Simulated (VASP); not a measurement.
The system is SrO.

```
Sr O
1.0
     0.00000    2.56980    2.56980
     2.56980    0.00000    2.56980
     2.56980    2.56980    0.00000
Sr O
1 1
Direct
  0.50000 0.50000 0.50000
  0.00000 0.00000 0.00000
```

Program: VASP 6.6.1. Alike in all runs: task single point; potentials or basis VASP PAW PBE potentials, release 64 (Sr_sv, O); no spin polarisation; cell as given; k mesh 4 × 4 × 4; cutoff (eV) 520; smearing gaussian 0.05 eV.

Q: Order these runs on this cell by their pressure, lowest first.
A. level PBE-based screened hybrid; grid for exact exchange (PRECFOCK) Normal; share of exact exchange 0.35; screening parameter 0.20787 1/Å
B. level PBE-based global hybrid; grid for exact exchange (PRECFOCK) Normal; share of exact exchange 0.5
C. level PBE

A: B (-1.2 GPa), A (0.5 GPa), C (3.5 GPa).

Caveats: all runs use coarse meshes; the PAW data sets were made with another functional, which shifts forces and pressure a little (some runs).
